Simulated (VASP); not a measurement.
# Au (Fm-3m) in VASP: a series of runs

Au is run at these levels: LDA, BLYP+D4; tasks: single point.

Program: VASP 6.6.1. These are calculated values, not measurements. Logs are shortened: lines on timing, memory, paths and dates and some standing lists are left out, and cuts for length are marked.

## (1) The cell of the first run

Symmetry: Fm-3m, No. 225, cubic system. The conventional cell has a = 4.043 Å, b = 4.043 Å, c = 4.043 Å, α = 90.00°, β = 90.00°, γ = 90.00°. Au (site symmetry m-3m) has 12 Au at 2.86 Å within 3.8 Å.

## (2) Single point, LDA, non-collinear spin, zero start, spin-orbit coupling

The input, INCAR:

```
  ALGO = Normal
  EDIFF = 1E-6
  ENCUT = 540
  GGA = CA
  GGA_COMPAT = False
  ISIF = 2
  ISMEAR = -1
  LASPH = True
  LCHARG = False
  LMAXMIX = 4
  LORBIT = 11
  LORBMOM = True
  LREAL = False
  LSORBIT = True
  LWAVE = False
  MAGMOM = 0 0 0
  NBANDS = 30
  NELM = 200
  PREC = Accurate
  SIGMA = 0.05
```

The input, KPOINTS:

```
k-points
0
Gamma
  11 11 11
```

The input, POSCAR:

```
Au
1.0
    0.0000000000      2.0213418704      2.0213418704
    2.0213418704      0.0000000000      2.0213418704
    2.0213418704      2.0213418704      0.0000000000
Au
1
Direct
    0.0000000000      0.0000000000      0.0000000000
```

Potentials or basis: VASP PAW LDA potentials, release 64 (Au_sv_GW).

Started as:

```
cat potpaw_LDA.64/Au_sv_GW/POTCAR > POTCAR
mpirun -np 1 vasp_ncl > vasp.out
```

OUTCAR:

```text
EDIFF = 1E-6
   ENCUT = 540
   GGA = CA
   ISIF = 2
   ISMEAR = -1
   LASPH = True
   LORBIT = 11
   LREAL = False
   LSORBIT = True
   NELM = 200
   PREC = Accurate

 ion  position               nearest neighbor table
   1  0.000  0.000  0.000-

  LATTYP: Found a face centered cubic cell.
 ALAT       =     4.0426837408

  Lattice vectors:

 A1 = (   0.0000000000,   2.0213418704,   2.0213418704)
 A2 = (   2.0213418704,   0.0000000000,   2.0213418704)
 A3 = (   2.0213418704,   2.0213418704,   0.0000000000)

Analysis of symmetry for initial positions (statically):
=====================================================================
 Subroutine PRICEL returns:
 Original cell was already a primitive cell.

 Routine SETGRP: Setting up the symmetry group for a
 face centered cubic supercell.

 Subroutine GETGRP returns: Found 48 space group operations
 (whereof 48 operations were pure point group operations)
 out of a pool of 48 trial point group operations.

The static configuration has the point symmetry O_h .

Analysis of symmetry for dynamics (positions and initial velocities):
=====================================================================
 Subroutine PRICEL returns:
 Original cell was already a primitive cell.

 Routine SETGRP: Setting up the symmetry group for a
 face centered cubic supercell.

 Subroutine GETGRP returns: Found 48 space group operations
 (whereof 48 operations were pure point group operations)
 out of a pool of 48 trial point group operations.

The dynamic configuration has the point symmetry O_h .

Analysis of structural, dynamic, and magnetic symmetry:
=====================================================================
 Subroutine PRICEL returns:
 Original cell was already a primitive cell.

 Routine SETGRP: Setting up the symmetry group for a
 face centered cubic supercell.

 Subroutine GETGRP returns: Found 48 space group operations
 (whereof 48 operations were pure point group operations)
 out of a pool of 48 trial point group operations.

The overall configuration has the point symmetry O_h .

 Subroutine INISYM returns: Found 48 space group operations
 (whereof 48 operations are pure point group operations),
 and found     1 'primitive' translations

----------------------------------------------------------------------------------------

                                     Primitive cell

  volume of cell :      16.5177

  direct lattice vectors                    reciprocal lattice vectors
     0.000000000  2.021341870  2.021341870    -0.247360433  0.247360433  0.247360433
     2.021341870  0.000000000  2.021341870     0.247360433 -0.247360433  0.247360433
     2.021341870  2.021341870  0.000000000     0.247360433  0.247360433 -0.247360433

  length of vectors
     2.858609087  2.858609087  2.858609087     0.428440837  0.428440837  0.428440837

  position of ions in fractional coordinates (direct lattice)
     0.000000000  0.000000000  0.000000000

  ion indices of the primitive-cell ions
   primitive index   ion index
                 1           1

----------------------------------------------------------------------------------------

 KPOINTS: k-points

Automatic generation of k-mesh.
 Grid dimensions read from file:
 generate k-points for:   11   11   11

 Generating k-lattice:

  Cartesian coordinates                     Fractional coordinates (reciprocal lattice)
    -0.022487312  0.022487312  0.022487312     0.090909091  0.000000000  0.000000000
     0.022487312 -0.022487312  0.022487312     0.000000000  0.090909091  0.000000000
     0.022487312  0.022487312 -0.022487312     0.000000000  0.000000000  0.090909091

  Length of vectors
     0.038949167  0.038949167  0.038949167

  Shift w.r.t. Gamma in fractional coordinates (k-lattice)
     0.000000000  0.000000000  0.000000000

 Subroutine IBZKPT returns following result:
[... 46 lines left out ...]
   LASPH  =      T    aspherical Exc in radial PAW
   ENCUT  =  540.0 eV  39.69 Ry    6.30 a.u.   5.42  5.42  5.42*2*pi/ulx,y,z
   NELM   =    200;   NELMIN=  2; NELMDL= -5     # of ELM steps
   EDIFF  = 0.1E-05   stopping-criterion for ELM
   LREAL  =      F    real-space projection
   EDIFFG = 0.1E-04   stopping-criterion for IOM
   NSW    =      0    number of steps for IOM
   IBRION =     -1    ionic relax: 0-MD 1-quasi-New 2-CG
   NFREE  =      0    steps in history (QN), initial steepest desc. (CG)
   ISIF   =      2    stress and relaxation
   ISYM   =      2    0-nonsym 1-usesym 2-fastsym
   POTIM  = 0.5000    time-step for ionic-motion
   TEBEG  =    0.0;   TEEND  =   0.0 temperature during run
   PSTRESS=    0.0 pullay stress
   NELECT =      19.0000    total number of electrons
   NUPDOWN=      -1.0000    fix difference up-down
   EMIN   =  10.00;   EMAX   =-10.00  energy-range for DOS
   EFERMI =   0.00;   METHOD = LEGACY
   ISMEAR =    -1;   SIGMA  =   0.05  broadening in eV -4-tet -1-fermi 0-gaus
   EFERMI_NEDOS =   21; number of points for ismear=-14 and -15
   IALGO  =     38    algorithm
   IMIX   =      4    mixing-type and parameters
     AMIX     =   0.40;   BMIX     =  1.00
     AMIX_MAG =   1.60;   BMIX_MAG =  1.00
  volume/ion in A,a.u.               =      16.52       111.47
  Fermi-wavevector in a.u.,A,eV,Ry     =   1.715311  3.241468 40.032321  2.942293
  Thomas-Fermi vector in A             =   2.792707
   LORBIT       =     11    0 simple, 1 ext, 2 COOP (PROOUT), +10 PAW based schemes
   GGA     = CA    functional components
   LHFCALC =     F    Hartree Fock is set to
   AEXX    =    0.0000 exact exchange contribution
   IVDW    =     0    specifies the selected vdW correction
   LEPSILON=     F    determine dielectric tensor
   LRPA    =     F    only Hartree local field effects (RPA)
  energy-cutoff  :      540.00
  volume of cell :       16.52
 maximum number of plane-waves:       990
 NGX is ok and might be reduce to    24
   NGX = 11   NGY = 11   NGZ = 11

 number of electron      18.9999998 magnetization       0.0000000     -0.0000000     -0.0000000

 number of electron      18.9999998 magnetization      -0.0000000     -0.0000000     -0.0000000

 number of electron      18.9999998 magnetization       0.0000000      0.0000000      0.0000000

 Free energy of the ion-electron system (eV)
  ---------------------------------------------------
  ext. energy  EPLUGINS =         0.00000000
  ---------------------------------------------------
  free energy    TOTEN  =        -6.72134882 eV

  energy without entropy =       -6.71889176  energy(sigma->0) =       -6.72012029

 E-fermi :   9.0725     XC(G=0): -13.8651

 val. band max:        8.9909686592   @ k =   0.4545   0.2727   0.0000
 cond. band min:       9.1245989527   @ k =  -0.4545   0.0909   0.0000
 fundamental gap:      0.1336302936
 Fermi energy:         9.0724659625

 k-point     1 :       0.0000    0.0000    0.0000
  band No.  band energies     occupation
      1     -96.3172      1.00000
      2     -96.3172      1.00000
      3     -58.1961      1.00000
      4     -58.1961      1.00000
      5     -43.2450      1.00000
      6     -43.2450      1.00000
[... 781 lines left out ...]
     29      31.2921      0.00000
     30      31.2921      0.00000

 [... further k-points ...]
[... 5 lines left out ...]
  --------------------------------------------------------------------------------------
  -------------------------------------------------------------------------------------
  Total        0.0999414      0.0999414      0.0999414      0.0000000      0.0000000     -0.0000000
  in kB        9.6940855      9.6940855      9.6940855      0.0000000      0.0000000     -0.0000000
  external PRESSURE =       9.6940855 kB  Pullay stress =       0.0000000 kB

 VOLUME and BASIS-vectors are now :
 -----------------------------------------------------------------------------
  energy-cutoff  :      540.00
  volume of cell :       16.52
      direct lattice vectors                 reciprocal lattice vectors
     0.000000000  2.021341870  2.021341870    -0.247360433  0.247360433  0.247360433
     2.021341870  0.000000000  2.021341870     0.247360433 -0.247360433  0.247360433
     2.021341870  2.021341870  0.000000000     0.247360433  0.247360433 -0.247360433

 POSITION                                       TOTAL-FORCE (eV/Angst)
 -----------------------------------------------------------------------------------
      0.00000      0.00000      0.00000         0.000000      0.000000     -0.000000
 -----------------------------------------------------------------------------------
    total drift:                               -0.000000     -0.000000      0.000000

  FREE ENERGIE OF THE ION-ELECTRON SYSTEM (eV)
  ---------------------------------------------------
  free  energy   TOTEN  =        -6.7213488224 eV

  energy  without entropy=       -6.7188917633  energy(sigma->0) =       -6.72012029

 orbital moment (x)

 # of ion     p       d       f       tot
 ------------------------------------------------
  1         0.000  -0.000  -0.000  -0.000
 ------------------------------------------------
            0.000  -0.000  -0.000  -0.000

 orbital moment (y)

 # of ion     p       d       f       tot
 ------------------------------------------------
  1         0.000   0.000   0.000   0.000
 ------------------------------------------------
            0.000   0.000   0.000   0.000

 orbital moment (z)

 # of ion     p       d       f       tot
 ------------------------------------------------
  1         0.000   0.000  -0.000  -0.000
 ------------------------------------------------
            0.000   0.000  -0.000  -0.000

 Spin-Orbit-Coupling matrix elements

 Ion:    1  E_soc:     -5.8353077
 l=   1
     0.0000000    -0.8558549    -0.8558549
    -0.8558549     0.0000000    -0.8558549
    -0.8558549    -0.8558549     0.0000000
 l=   2
     0.0000000    -0.0243247     0.0000000    -0.0243247    -0.0923594
    -0.0243247     0.0000000    -0.0692696    -0.0243247    -0.0230899
     0.0000000    -0.0692696     0.0000000    -0.0692696     0.0000000
    -0.0243247    -0.0243247    -0.0692696     0.0000000    -0.0230899
    -0.0923594    -0.0230899     0.0000000    -0.0230899     0.0000000
 l=   3
     0.0000000    -0.0000014     0.0000000     0.0000000     0.0000000    -0.0000017    -0.0000068
    -0.0000014     0.0000000    -0.0000023     0.0000000    -0.0000023    -0.0000037    -0.0000014
     0.0000000    -0.0000023     0.0000000    -0.0000042    -0.0000018    -0.0000026     0.0000000
     0.0000000     0.0000000    -0.0000042     0.0000000    -0.0000042     0.0000000     0.0000000
     0.0000000    -0.0000023    -0.0000018    -0.0000042     0.0000000    -0.0000026     0.0000000
    -0.0000017    -0.0000037    -0.0000026     0.0000000    -0.0000026     0.0000000    -0.0000017
    -0.0000068    -0.0000014     0.0000000     0.0000000     0.0000000    -0.0000017     0.0000000

 total charge

# of ion       s       p       d       f       tot
--------------------------------------------------
    1        2.304   6.674   8.502   0.013  17.494

 magnetization (x)

# of ion       s       p       d       f       tot
--------------------------------------------------
    1       -0.000  -0.000   0.000   0.000  -0.000

 magnetization (y)

# of ion       s       p       d       f       tot
--------------------------------------------------
    1       -0.000   0.000   0.000   0.000   0.000

 magnetization (z)

# of ion       s       p       d       f       tot
--------------------------------------------------
    1        0.000   0.000   0.000  -0.000   0.000
```

Run time: 26 s. Hardware: 1 thread of Intel Xeon 6975P-C (Granite Rapids), shared host; peak memory 0.2 GiB.

Results:

```yaml
Free_energy: -6.7213 eV
Pressure: 1.0 GPa
Net_moment: 0.00 μB per cell
Valence_electrons_inside_the_program's_atomic_spheres: Au 17.49
```

Moments on the atoms (μB; x, y, z):
```
Au  0.00 0.00 0.00
```

## (3) Single point, BLYP+D4

This run uses another cell than the first one, of 17.89 Å³/atom.

The input, INCAR:

```
PREC = Accurate ; ENCUT = 540
EDIFF = 1E-6 ; ISMEAR = -1
SIGMA = 0.05 ; LREAL = F
LASPH = T ; NELM = 120
ALGO = Normal ; ISIF = 2
LWAVE = F ; LCHARG = F
GGA = B5 ; ALDAX = 1.0
AGGAX = 1.0 ; AGGAC = 1.0
ALDAC = 0.0 ; IVDW = 13
VDW_S6 = 1.0 ; VDW_S8 = 2.34076671
VDW_A1 = 0.44488865 ; VDW_A2 = 4.0933009
NBANDS = 16 ; GGA_COMPAT = F
```

The input, KPOINTS:

```
regular mesh
0
Gamma
  11 11 11
```

The input, POSCAR:

```
Au
1.0
    0.0000000000      2.0758622791      2.0758622791
    2.0758622791      0.0000000000      2.0758622791
    2.0758622791      2.0758622791      0.0000000000
Au
1
Direct
    0.0000000000      0.0000000000      0.0000000000
```

Potentials or basis: VASP PAW PBE potentials, release 64 (Au_sv_GW).

Started as:

```
cat potpaw_PBE.64/Au_sv_GW/POTCAR > POTCAR
mpirun -np 1 vasp_std > vasp.out
```

OUTCAR:

```text
PREC = Accurate
   ENCUT = 540
   EDIFF = 1E-6
   ISMEAR = -1
   LREAL = F
   LASPH = T
   NELM = 120
   ISIF = 2
   GGA = B5
   IVDW = 13

 ion  position               nearest neighbor table
   1  0.000  0.000  0.000-

  LATTYP: Found a face centered cubic cell.
 ALAT       =     4.1517245582

  Lattice vectors:

 A1 = (   0.0000000000,   2.0758622791,   2.0758622791)
 A2 = (   2.0758622791,   0.0000000000,   2.0758622791)
[... 634 lines left out ...]
     16      32.4802      0.00000

 [... further k-points ...]

------------------------ aborting loop because EDIFF is reached ----------------------------------------

  DFT-D4 for vdW energy calculation

  Edisp (eV):   -1.24510

  FORCE on cell =-STRESS in cart. coord.  units (eV):
  Direction    XX          YY          ZZ          XY          YZ          ZX
  --------------------------------------------------------------------------------------
  -------------------------------------------------------------------------------------
  Total       0.00644     0.00644     0.00644    -0.00000    -0.00000     0.00000
  in kB       0.57674     0.57674     0.57674    -0.00000    -0.00000     0.00000
  external pressure =        0.58 kB  Pullay stress =        0.00 kB

 VOLUME and BASIS-vectors are now :
 -----------------------------------------------------------------------------
  energy-cutoff  :      540.00
  volume of cell :       17.89
      direct lattice vectors                 reciprocal lattice vectors
     0.000000000  2.075862279  2.075862279    -0.240863763  0.240863763  0.240863763
     2.075862279  0.000000000  2.075862279     0.240863763 -0.240863763  0.240863763
     2.075862279  2.075862279  0.000000000     0.240863763  0.240863763 -0.240863763

 POSITION                                       TOTAL-FORCE (eV/Angst)
 -----------------------------------------------------------------------------------
      0.00000      0.00000      0.00000         0.000000      0.000000      0.000000
 -----------------------------------------------------------------------------------
    total drift:                               -0.000000      0.000000     -0.000000

  FREE ENERGIE OF THE ION-ELECTRON SYSTEM (eV)
  ---------------------------------------------------
  free  energy   TOTEN  =        -3.1175655071 eV

  energy  without entropy=       -3.1169262349  energy(sigma->0) =       -3.11724587
```

Wall time 13 s (1 thread of Intel Xeon Platinum 8488C (Sapphire Rapids), shared host); peak memory 0.15 GiB.

Results:

```
Free energy                : -3.1176 eV
Pressure                   : 0.1 GPa
Band gap on the k mesh     : zero (an odd number of electrons rules out a gap without spin polarisation)
Dispersion energy per atom : -1.245 eV
```

Levels at points of the mesh, in eV from the Fermi level:
| k point | band 6 | band 7 | band 8 | band 9 | band 10 | band 11 | band 12 | band 13 | band 14 | band 15 |
| --- | --- | --- | --- | --- | --- | --- | --- | --- | --- | --- |
| (0.00, 0.00, 0.00) | -4.68 | -4.68 | -4.68 | -3.30 | -3.30 | 14.69 | 18.20 | 18.20 | 18.20 | 23.52 |

Caveat: the dispersion term is far too large for a dense solid, which distorts pressure and volume; the PAW data sets were made with another functional, which shifts forces and pressure a little; spin-orbit coupling is left out, which moves the levels of the heavy elements.

The gap in the log of VASP goes by the Fermi energy; the results here count the filled bands.